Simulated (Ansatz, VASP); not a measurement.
**Two plane-wave programs on BiTe**

File INCAR:

```
SYSTEM = BiTe
PREC = Accurate
ENCUT = 520
EDIFF = 1E-6
ISMEAR = 0
SIGMA = 0.15
LREAL = .False.
LASPH = .True.
NELM = 60
ALGO = Normal
ISIF = 2
LWAVE = .False.
LCHARG = .True.
GGA = PS
LELF = .True.
LVHAR = .True.
NBANDS = 18
```

File KPOINTS:

```
Automatic mesh
0
Gamma
  14 14 14
  0 0 0
```

POSCAR

```
BiTe
1.0
   -0.0161750000      3.2350000000      3.2350000000
    3.2350000000     -0.0161750000      3.2350000000
    3.2188250000      3.2188250000      0.0000000000
Bi Te
1 1
Direct
    0.0000000000      0.0000000000      0.0000000000
    0.5000000000      0.5000000000      0.5000000000
```

Input for Ansatz:

```yaml
crystal:
  lattice:
    - [-0.016175, 3.235, 3.235]
    - [3.235, -0.016175, 3.235]
    - [3.218825, 3.218825, 0.0]
  atoms:
    - { symbol: Bi, position: [0.0, 0.0, 0.0] }
    - { symbol: Te, position: [0.5, 0.5, 0.5] }
basis:
  ecutwfc: 420
kpoints:
  mp_grid: { grid: [14, 14, 14] }
hamiltonian:
  xc: pbesol
scf:
  occupations: { method: gaussian, width: 0.15 }
output:
  forces: true
  stress: true
  eigenvalues: true
```

Change from the starting cell: strain -0.0100 x Voigt [0, 0, 0, 0, 0, 1], atoms carried along.

Alike in both runs: task single point; functional PBEsol; k mesh 14 × 14 × 14; occupations gaussian, width 0.15 eV; no spin polarisation.

|  | VASP | Ansatz |
| --- | --- | --- |
| version | VASP 6.6.1 | Ansatz 0.2.0 |
| potentials or method | VASP PAW PBE potentials, release 64 (Bi_d, Te), cutoff 520 eV | scalar-relativistic, plane waves, PAW |
| valence electrons in the cell | 21 | 31 |

|  | VASP | Ansatz | Ansatz less VASP |
| --- | --- | --- | --- |
| gap on the k mesh at the Fermi level (eV) | none | none | - |
| pressure (GPa) | -1.7 | -1.7 | +0.02 |

VASP's potentials were made for PBE, not for PBEsol. A gap of «none» marks a metal or a gap that the smearing closes. VASP's potentials hold 21 valence electrons a cell and Ansatz's 31, so a difference there can come from the potentials and not from the codes.

Spin-orbit coupling is off throughout.
